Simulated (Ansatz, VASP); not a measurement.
# Ti3Si: VASP beside Ansatz

INCAR

```
PREC = Accurate
ENCUT = 600
EDIFF = 1E-7
ISMEAR = -1
SIGMA = 0.15
LREAL = False
LASPH = True
NELM = 100
ALGO = Fast
ISIF = 3
LWAVE = False
LCHARG = False
GGA = PS
IBRION = 2
NSW = 80
EDIFFG = -0.001
```

File KPOINTS:

```
Automatic mesh
0
Gamma
  6 6 8
```

POSCAR

```
Ti3Si
1.0
    5.5838061708      0.0000000000      0.0000000000
   -2.7919030854      4.8357179938      0.0000000000
    0.0000000000      0.0000000000      4.4732147126
Ti Si
6 2
Direct
    0.3431759318      0.1715879659      0.7500000000
    0.8284120341      0.1715879659      0.7500000000
    0.8284120341      0.6568240682      0.7500000000
    0.6568240682      0.8284120341      0.2500000000
    0.1715879659      0.8284120341      0.2500000000
    0.1715879659      0.3431759318      0.2500000000
    0.3333333333      0.6666666667      0.7500000000
    0.6666666667      0.3333333333      0.2500000000
```

Input for Ansatz:

```yaml
crystal:
  lattice:
    - [5.5838061708, 0.0, 0.0]
    - [-2.7919030854, 4.8357179938, 0.0]
    - [0.0, 0.0, 4.4732147126]
  atoms:
    - { symbol: Ti, position: [0.3431759318, 0.1715879659, 0.75] }
    - { symbol: Ti, position: [0.8284120341, 0.1715879659, 0.75] }
    - { symbol: Ti, position: [0.8284120341, 0.6568240682, 0.75] }
    - { symbol: Ti, position: [0.6568240682, 0.8284120341, 0.25] }
    - { symbol: Ti, position: [0.1715879659, 0.8284120341, 0.25] }
    - { symbol: Ti, position: [0.1715879659, 0.3431759318, 0.25] }
    - { symbol: Si, position: [0.3333333333, 0.6666666667, 0.75] }
    - { symbol: Si, position: [0.6666666667, 0.3333333333, 0.25] }
basis:
  ecutwfc: 420
kpoints:
  mp_grid: { grid: [6, 6, 8] }
hamiltonian:
  xc: pbesol
scf:
  occupations: { method: fermi_dirac, width: 0.15 }
output:
  forces: true
  stress: true
  eigenvalues: true
relax:
  adjacent_minimum: "off"
  f_tol: 0.001
  max_steps: 60
  cell: { stress_tol: 0.01 }
```

Alike in both runs: task relaxation of cell and atoms; functional PBEsol; k mesh 6 × 6 × 8; occupations fermi-dirac, width 0.15 eV; no spin polarisation.

```csv
,VASP,Ansatz
version,VASP 6.6.1,Ansatz 0.2.0
potentials or method,"VASP PAW PBE potentials, release 64 (Ti_sv, Si), cutoff 600 eV","scalar-relativistic, plane waves, PAW"
valence electrons in the cell,80,80
```

```tsv
	VASP	Ansatz	Ansatz less VASP
gap on the k mesh at the Fermi level, each at its own relaxed structure (eV)	none	none	-
relaxed volume (Å³/atom)	15.12	15.13	+0.009
relaxed cell length with the largest relative difference (Å)	5.578	5.580	+0.0017
```

VASP's potentials were made for PBE, not for PBEsol. A gap of «none» marks a metal or a gap that the smearing closes.
